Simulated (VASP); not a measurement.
Set up this calculation in VASP 6.6.1, as the native input.

| Item | Value |
| --- | --- |
| Task | single point |
| Functional | PBE |
| Potentials or basis | VASP PAW PBE potentials, release 64 (La) |
| Cutoff | 520 eV |
| k mesh | 10 × 10 × 3 |
| Occupations | methfessel-paxton, width 0.3 eV |
| Spin | no spin polarisation |
| Dipole correction | no |
| Further INCAR settings | ALGO = Normal; EDIFF = 1e-06; NBANDS = 30 |

The structure of La lies in POSCAR:

```
La
1.0
    3.7726980145      0.0000000000      0.0000000000
   -1.8863490072      3.2672523214      0.0000000000
    0.0000000000      0.0000000000     12.1127038589
La
4
Direct
    0.0000000000      0.0000000000      0.0000000000
    0.0000000000      1.0000000000      0.5000000000
    0.3333333333      0.6666666667      0.7500000000
    0.6666666667      0.3333333333      0.2500000000
```

These files were run (other wordings do the same):

INCAR

```
PREC = Accurate ; ENCUT = 520
EDIFF = 1E-6 ; ISMEAR = 1
SIGMA = 0.3 ; LREAL = F
LASPH = T ; NELM = 80
ALGO = Normal ; ISIF = 2
LWAVE = F ; LCHARG = T
GGA = PE ; LELF = T
LVHAR = T ; NBANDS = 30
```

KPOINTS

```
regular mesh
0
Gamma
  10 10 3
```

Potentials or basis: VASP PAW PBE potentials, release 64 (La).

Run with:

```sh
$ cat potpaw_PBE.64/La/POTCAR > POTCAR
$ mpirun -np 1 vasp_std > vasp.out
```

It gave:

```yaml
Pressure: 0.0 GPa
Band_gap_on_the_k_mesh: zero (bands 22 and 23 overlap by 1.21 eV)
```

Caveat: spin-orbit coupling is left out, which moves the levels of the heavy elements.

Run time: 3.1 min on 1 thread of Intel Xeon 8259CL, on a shared host, peak memory 0.31 GiB.
